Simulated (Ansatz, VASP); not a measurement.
**BaTiO3: VASP beside Ansatz**

```
CELL_PARAMETERS angstrom
3.97488 0.00000 0.00000
0.00000 2.85873 2.87338
0.00000 -2.85873 2.87338
ATOMIC_POSITIONS crystal
Ba 0.00000 0.00841 0.00841
Ti 0.50000 0.52268 0.52268
O 0.00000 0.49010 0.49010
O 0.50000 0.49340 0.98229
O 0.50000 0.98229 0.49340
```

Alike in both runs: functional BLYP; dispersion D3(BJ); k mesh 6 × 6 × 6; no spin polarisation.

Ansatz relaxed the structure, and its values are those at the end. VASP's run is a single point on that final structure, the one shown.

|  | VASP | Ansatz |
| --- | --- | --- |
| version | VASP 6.6.1 | Ansatz 0.2.0 |
| potentials or method | VASP PAW PBE potentials, release 64 (Ba_sv, Ti_sv, O), cutoff 520 eV | plane waves, PAW |
| occupations | methfessel-paxton of order 1, width 0.01 eV | cold, width 0.01 eV |
| valence electrons in the cell | 40 | 40 |

|  | VASP | Ansatz | Ansatz less VASP |
| --- | --- | --- | --- |
| pressure (GPa) | 1.9 | 0.0 | -1.92 |
| rms of the force components (eV/Å) | 0.051 | 0.000 | -0.0508 |

VASP's potentials were made for PBE, not for BLYP.

Neither program's run includes spin-orbit coupling.
